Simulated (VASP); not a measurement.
Ga2O3, 10 atoms in the cell. Symmetry: R-3c, No. 167, trigonal system. The conventional cell has a = 4.950 Å, b = 4.950 Å, c = 13.306 Å, α = 90.00°, β = 90.00°, γ = 120.00°. Within 2.5 Å of Ga (site symmetry 3) lie 6 O at 1.91 to 2.06 Å. O (site symmetry 2) has 4 Ga at 1.91 to 2.06 Å within 2.5 Å. 

| Property | Result |
| --- | --- |
| Program | VASP 6.6.1 |
| Task | single point |
| Functional | LDA |
| Potentials or basis | VASP PAW LDA potentials, release 64 (Ga_d, O) |
| Cutoff | 520 eV |
| k mesh | 6 × 6 × 6 |
| Occupations | fermi-dirac, width 0.02 eV |
| Spin | no spin polarisation |
| Dipole correction | no |
| Further INCAR settings | ALGO = Normal; EDIFF = 1e-06; NBANDS = 55 |

Potentials or basis: VASP PAW LDA potentials, release 64 (Ga_d, O).

Launch:

```bash
$ cat potpaw_LDA.64/Ga_d/POTCAR potpaw_LDA.64/O/POTCAR > POTCAR
$ mpirun -np 1 vasp_std > vasp.out
```

Hardware: 1 thread of AMD EPYC 9R45 96-Core Processor (Zen 5), with other jobs on the host.

**Question.** Estimate the wall time of this run.

**Answer.** Run time: 2.2 min on 1 thread of AMD EPYC 9R45 96-Core Processor (Zen 5), with other jobs on the host, peak memory 0.23 GiB. Counts: scf iterations 14, k points 32.
